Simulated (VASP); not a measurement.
# Zr8HS16 (a cell with a defect) in VASP: single point with PBE

Aim: the single point of Zr8HS16 (a cell with a defect) with PBE.

Everything below comes from runs of VASP 6.6.1. Logs are shortened: lines on timing, memory, paths and dates and some standing lists are left out, and cuts for length are marked.

### Step 1. The cell of the first run

The cell holds a defect, 25 atoms: a = 9.296 Å, b = 9.296 Å, c = 9.750 Å, α = 116.71°, β = 116.71°, γ = 93.27°.

### Step 2. Single point, PBE

File INCAR:

```
PREC     = Accurate       # precision mode
ENCUT    = 400            # plane-wave cutoff, eV
EDIFF    = 1E-6           # SCF threshold, eV
ISMEAR   = 0              # smearing method
SIGMA    = 0.02           # smearing width, eV
LREAL    = F              # projectors in reciprocal space
LASPH    = T              # aspherical terms in the spheres
NELM     = 120            # most SCF steps
ALGO     = Normal         # electronic algorithm
ISIF     = 2              # what is computed and relaxed
LWAVE    = F              # write WAVECAR
LCHARG   = T              # write CHGCAR
GGA      = PE             # functional
LELF     = T              # ELF
LVHAR    = T            
NBANDS   = 114            # bands
NELECT   = 194.0        
GGA_COMPAT= F
```

File KPOINTS:

```
Automatic mesh
0
Gamma
  2 2 2
  0.5 0.5 0.5
```

File POSCAR:

```
Zr8HS16
1.0
    5.5278124674     -3.1914840161      6.7579086874
    5.5278124674     -3.1914840161     -6.7579086874
   -1.8426041558      9.5744520483      0.0000000000
Zr S H
8 16 1
Direct
    0.0071946555     -0.0094505827     -0.0016961551
    0.4955964397      0.5101667756      0.0042691974
    0.3678055903      0.3844506805      0.2516962696
    0.2654592317      0.2396516915      0.5031832019
    0.1095407515      0.1353482917      0.7468167819
    0.8794035555      0.8648332195      0.2457309072
    0.7495351919      0.7533501295      0.5009400493
    0.6254645559      0.6216496183      0.7490595720
    0.6060179016      0.8243824976      0.2528536357
    0.1013273469      0.3026425855      0.2505329360
    0.9808652708      0.1866047608      0.4901733197
    0.8473783054      0.0684725457      0.7561204877
    0.7322539628      0.9357675146      0.0008031670
    0.4779308748      0.6990186504      0.5080919068
    0.3450893058      0.5545739356      0.7366170742
    0.2227528216      0.4901099411      0.0277529316
    0.1522471236      0.8848901984      0.2222472028
    0.6427461412      0.4392322934      0.2491967026
    0.5276217081      0.3065272735      0.4938793487
    0.3941348097      0.1883952733      0.7598268195
    0.2736730006      0.0723576140     -0.0005327536
    0.0299107284      0.8204261448      0.5133830651
    0.8970690221      0.6759813944      0.7419079677
    0.7689819722      0.5506173762     -0.0028537165
    0.1874999120      0.6875000091      0.1249999745
```

Potentials or basis: VASP PAW PBE potentials, release 64 (Zr_sv, S, H).

Run with:

```bash
$ cat potpaw_PBE.64/Zr_sv/POTCAR potpaw_PBE.64/S/POTCAR potpaw_PBE.64/H/POTCAR > POTCAR
$ mpirun -np 1 vasp_std > vasp.out
```

OUTCAR:

```text
PREC = Accurate
   ENCUT = 400
   EDIFF = 1E-6
   ISMEAR = 0
   LREAL = F
   LASPH = T
   NELM = 120
   ISIF = 2
   GGA = PE
   NELECT = 194.0

 ion  position               nearest neighbor table
   1  0.007  0.991  0.998-  21 2.54  10 2.57  23 2.58  13 2.59  12 2.61  17 2.64   7 3.67   6 3.68
                             8 3.69   5 3.69   3 3.71   4 3.72
   2  0.496  0.510  0.004-   9 2.55  18 2.57  24 2.58  15 2.59  20 2.60  16 2.65   6 3.64   7 3.66
                             3 3.68   8 3.69   4 3.70   5 3.73
   3  0.368  0.384  0.252-  10 2.54  21 2.57  14 2.58  18 2.59  19 2.61  16 2.64   8 3.67   2 3.68
                             7 3.69   4 3.69   1 3.71   5 3.72
   4  0.265  0.240  0.503-  20 2.52  19 2.53  15 2.56  11 2.60  10 2.60  17 2.89   8 3.65   3 3.69
                             5 3.70   2 3.70   1 3.72   6 3.73
   5  0.110  0.135  0.747-  11 2.52  12 2.53  22 2.56  20 2.60  21 2.60  16 2.89   7 3.65   1 3.69
                             4 3.70   6 3.70   3 3.72   2 3.73
   6  0.879  0.865  0.246-  24 2.55  13 2.57   9 2.58  22 2.59  11 2.60  17 2.65   2 3.64   8 3.66
                             1 3.68   7 3.69   5 3.70   4 3.73
   7  0.750  0.753  0.501-  18 2.56  23 2.58  22 2.58  14 2.58   9 2.59  12 2.59   5 3.65   2 3.66
                             1 3.67   6 3.69   3 3.69   8 3.70
   8  0.625  0.622  0.749-  13 2.56  14 2.58  15 2.58  23 2.58  24 2.59  19 2.59   4 3.65   6 3.66
                             3 3.67   2 3.69   1 3.69   7 3.70
   9  0.606  0.824  0.253-   2 2.55   6 2.58   7 2.59
  10  0.101  0.303  0.251-   3 2.54   1 2.57   4 2.60
  11  0.981  0.187  0.490-   5 2.52   4 2.60   6 2.60
  12  0.847  0.068  0.756-   5 2.53   7 2.59   1 2.61
  13  0.732  0.936  0.001-   8 2.56   6 2.57   1 2.59
  14  0.478  0.699  0.508-   3 2.58   8 2.58   7 2.58
  15  0.345  0.555  0.737-   4 2.56   8 2.58   2 2.59
  16  0.223  0.490  0.028-  25 1.78   3 2.64   2 2.65   5 2.89
  17  0.152  0.885  0.222-  25 1.78   1 2.64   6 2.65   4 2.89
  18  0.643  0.439  0.249-   7 2.56   2 2.57   3 2.59
  19  0.528  0.307  0.494-   4 2.53   8 2.59   3 2.61
  20  0.394  0.188  0.760-   4 2.52   5 2.60   2 2.60
  21  0.274  0.072  0.999-   1 2.54   3 2.57   5 2.60
  22  0.030  0.820  0.513-   5 2.56   7 2.58   6 2.59
  23  0.897  0.676  0.742-   1 2.58   7 2.58   8 2.58
  24  0.769  0.551  0.997-   6 2.55   2 2.58   8 2.59
  25  0.187  0.688  0.125-  16 1.78  17 1.78

  LATTYP: Found a face centered orthorhombic cell.
 ALAT       =    12.7659360643
 B/A-ratio  =     1.0587408010
 C/A-ratio  =     1.1547005384

  Lattice vectors:

 A1 = (   3.6852083116,   6.3829680322,  -6.7579086874)
 A2 = (   9.2130207790,   3.1914840161,   0.0000000000)
 A3 = (   5.5278124674,  -3.1914840161,  -6.7579086874)

Analysis of symmetry for initial positions (statically):
[... 163 lines left out ...]
   NELECT =     194.0000    total number of electrons
   NUPDOWN=      -1.0000    fix difference up-down
   EMIN   =  10.00;   EMAX   =-10.00  energy-range for DOS
   EFERMI =   0.00;   METHOD = LEGACY
   ISMEAR =     0;   SIGMA  =   0.02  broadening in eV -4-tet -1-fermi 0-gaus
   EFERMI_NEDOS =   21; number of points for ismear=-14 and -15
   IALGO  =     38    algorithm
   IMIX   =      4    mixing-type and parameters
     AMIX     =   0.40;   BMIX     =  1.00
     AMIX_MAG =   1.60;   BMIX_MAG =  1.00
  volume/ion in A,a.u.               =      25.43       171.64
  Fermi-wavevector in a.u.,A,eV,Ry     =   1.102105  2.082677 16.526125  1.214636
  Thomas-Fermi vector in A             =   2.238543
   LORBIT       =      0    0 simple, 1 ext, 2 COOP (PROOUT), +10 PAW based schemes
   GGA     = PE    functional components
   LHFCALC =     F    Hartree Fock is set to
   AEXX    =    0.0000 exact exchange contribution
   IVDW    =     0    specifies the selected vdW correction
   LEPSILON=     F    determine dielectric tensor
   LRPA    =     F    only Hartree local field effects (RPA)
 non-spin polarized calculation
 Gauss-broadening in eV      SIGMA  =   0.02
  energy-cutoff  :      400.00
  volume of cell :      635.85
 maximum number of plane-waves:     11576
 NGX is ok and might be reduce to    64
   NGX = 31   NGY = 31   NGZ = 31

 number of electron     194.0000001 magnetization

 Free energy of the ion-electron system (eV)
  ---------------------------------------------------
  ext. energy  EPLUGINS =         0.00000000
  ---------------------------------------------------
  free energy    TOTEN  =      -169.17715432 eV

  energy without entropy =     -169.17653174  energy(sigma->0) =     -169.17684303

 E-fermi :   4.3571     XC(G=0):  -8.7430

 val. band max:        4.3274447514   @ k =  -0.2500   0.2500  -0.2500
 cond. band min:       4.3868302671   @ k =  -0.2500   0.2500  -0.2500
 fundamental gap:      0.0593855156
 Fermi energy:         4.3571376201

 k-point     1 :       0.2500    0.2500    0.2500
  band No.  band energies     occupation
      1     -45.7571      2.00000
      2     -45.7526      2.00000
      3     -45.6944      2.00000
      4     -45.6899      2.00000
      5     -45.6729      2.00000
      6     -45.6688      2.00000
[... 437 lines left out ...]
    108       5.7866      0.00000
    109       5.8999      0.00000
 [bands above 109 left out]

------------------------ aborting loop because EDIFF is reached ----------------------------------------

  FORCE on cell =-STRESS in cart. coord.  units (eV):
  Direction    XX          YY          ZZ          XY          YZ          ZX
  --------------------------------------------------------------------------------------
  -------------------------------------------------------------------------------------
  Total        3.6412601      3.8704249      2.6945913     -0.3680950      2.1659406      3.5230285
  in kB        9.1749828      9.7524158      6.7896356     -0.9274991      5.4575799      8.8770716
  external PRESSURE =       8.5723447 kB  Pullay stress =       0.0000000 kB

 VOLUME and BASIS-vectors are now :
 -----------------------------------------------------------------------------
  energy-cutoff  :      400.00
  volume of cell :      635.85
      direct lattice vectors                 reciprocal lattice vectors
     5.527812467 -3.191484016  6.757908687     0.101758155  0.019583366  0.073987386
     5.527812467 -3.191484016 -6.757908687     0.101758155  0.019583366 -0.073987386
    -1.842604156  9.574452048  0.000000000     0.067838770  0.117500197  0.000000000

 POSITION                                       TOTAL-FORCE (eV/Angst)
 -----------------------------------------------------------------------------------
      3.67586      6.37393     -6.64542        -0.011519      0.002293      0.006891
      5.55180     -3.16900     -0.09846         0.001553      0.008803      0.000385
      3.69456      0.00904     -0.11249         0.011519     -0.002293     -0.006891
      1.86499      3.20565      0.17441         0.010836      0.017375     -0.015002
     -0.02239      6.36880     -0.17441        -0.010836     -0.017375      0.015002
      9.18903     -3.21396      0.09847        -0.001553     -0.008803     -0.000385
[... 17 lines left out ...]
      5.45715      5.33565      1.47569        -0.001371      0.007901      0.007308
      4.60651     -1.59574     -3.37895        -0.000000     -0.000000     -0.000000
 -----------------------------------------------------------------------------------
    total drift:                               -0.007987      0.001920     -0.020627

  FREE ENERGIE OF THE ION-ELECTRON SYSTEM (eV)
  ---------------------------------------------------
  free  energy   TOTEN  =      -169.1771543164 eV

  energy  without entropy=     -169.1765317407  energy(sigma->0) =     -169.17684303
```

Wall time 7.6 min (1 thread of Intel Xeon Platinum 8488C (Sapphire Rapids), shared host); peak memory 0.62 GiB.

What came out:

```
Free energy   : -169.1772 eV
Largest force : 0.025 eV/Å
```

Forces on the atoms (eV/Å):
```
Zr  -0.012  0.002  0.007
Zr   0.002  0.009  0.000
Zr   0.012 -0.002 -0.007
Zr   0.011  0.017 -0.015
Zr  -0.011 -0.017  0.015
Zr  -0.002 -0.009  0.000
Zr  -0.009 -0.003 -0.006
Zr   0.009  0.003  0.006
S    0.001 -0.008 -0.007
S   -0.002  0.007 -0.009
S   -0.006 -0.006 -0.006
S   -0.001 -0.004 -0.003
S    0.005  0.006 -0.007
S    0.001  0.004 -0.005
S   -0.009 -0.009  0.001
S    0.005  0.000 -0.020
S   -0.005  0.000  0.020
S   -0.005 -0.006  0.007
S    0.001  0.004  0.003
S    0.006  0.006  0.006
S    0.002 -0.007  0.009
S    0.009  0.009 -0.001
S   -0.001 -0.004  0.005
S   -0.001  0.008  0.007
H    0.000  0.000  0.000
```

Caveat: the cell carries a net charge on a neutralising background, which shifts energy and pressure; the cell is charged against a uniform background, so pressure and absolute levels hang on convention.
